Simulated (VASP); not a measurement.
AlN (l.eB): single point with LDA

Crystal: AlN (l.eB).

```
Al N
1.0
     3.07033    0.00000    0.00000
     0.00000    4.34210    0.00000
     0.00000    0.00000    3.07033
Al N
2 2
Cartesian
  0.0000 0.0000 0.0000
  1.5352 2.1710 1.5352
  1.5352 1.0855 0.0000
  0.0000 3.2566 1.5352
```

```yaml
Program: VASP 6.6.1
Task: single point
Functional: LDA
Potentials_or_basis: VASP PAW LDA potentials, release 64 (Al, N)
Cutoff: 600 eV
k_mesh: 6 × 4 × 6
Occupations: gaussian, width 0.1 eV
Spin: no spin polarisation
```

```json
{"Pressure": "0.5 GPa", "Band gap on the k mesh": "3.23 eV"}
```

Levels at points of the mesh, in eV from the valence-band top:
| k point | band 4 | band 5 | band 6 | band 7 | band 8 | band 9 | band 10 | band 11 | band 12 | band 13 |
| --- | --- | --- | --- | --- | --- | --- | --- | --- | --- | --- |
| (0.00, 0.00, 0.00) | -1.81 | -1.81 | 0.00 | 0.00 | 0.00 | 3.23 | 4.39 | 8.52 | 12.51 | 12.51 |
| (0.50, 0.00, 0.00) | -4.43 | -2.54 | -2.54 | -0.53 | -0.53 | 7.79 | 7.79 | 9.29 | 9.29 | 11.66 |
| (0.00, 0.00, 0.50) | -4.43 | -2.54 | -2.54 | -0.53 | -0.53 | 7.79 | 7.79 | 9.29 | 9.29 | 11.66 |
| (0.00, 0.50, 0.00) | -2.89 | -1.00 | -1.00 | -1.00 | -1.00 | 5.99 | 5.99 | 10.19 | 10.19 | 11.52 |
| (0.50, 0.50, 0.00) | -5.99 | -0.49 | -0.49 | -0.49 | -0.49 | 7.43 | 7.43 | 9.89 | 9.89 | 11.07 |
| (0.00, 0.50, 0.50) | -5.99 | -0.49 | -0.49 | -0.49 | -0.49 | 7.43 | 7.43 | 9.89 | 9.89 | 11.07 |
| (0.50, 0.00, 0.50) | -5.01 | -1.81 | -1.81 | -1.81 | -1.81 | 3.23 | 3.23 | 8.52 | 8.52 | 13.99 |
| (0.50, 0.50, 0.50) | -3.84 | -3.54 | -3.54 | -2.77 | -2.77 | 6.00 | 6.00 | 11.34 | 11.34 | 12.00 |

Run time: 28 s on 1 thread of AMD EPYC 9R45 (Zen 5), with other jobs on the host, peak memory 0.13 GiB.

A k mesh can miss the band edges. Expect the measured gap to be larger: semilocal functionals such as LDA lack the derivative discontinuity.
